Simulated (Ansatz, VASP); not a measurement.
**Mo: VASP beside Ansatz**

```xyz
1
Lattice="2.4620 0.0000 0.0000 -1.2310 2.6059 0.0000 0.0000 0.0000 2.5552" Properties=species:S:1:pos:R:3 pbc="T T T"
Mo    0.0000    0.0000    1.2776
```

Change from the starting cell: strain -0.1000 x Voigt [1, -1, 0, 0, 0, 0], atoms carried along.

Alike in both runs: task single point; functional PBE; k mesh 21 × 21 × 18; occupations gaussian, width 0.15 eV; no spin polarisation.

```csv
,VASP,Ansatz
version,VASP 6.6.1,Ansatz 0.2.0
potentials or method,"VASP PAW PBE potentials, release 64 (Mo_sv), cutoff 520 eV","scalar-relativistic, plane waves, PAW"
valence electrons in the cell,14,14
```

|  | VASP | Ansatz | Ansatz less VASP |
| --- | --- | --- | --- |
| gap on the k mesh at the Fermi level (eV) | none | none | - |
| pressure (GPa) | 11.0 | 10.3 | -0.66 |
| traceless stress, the component that is largest in VASP (GPa) | 20.42 | 20.13 | -0.296 |

A gap of «none» marks a metal or a gap that the smearing closes. With one functional, cell and mesh, what is left measures potentials, basis and numerics.
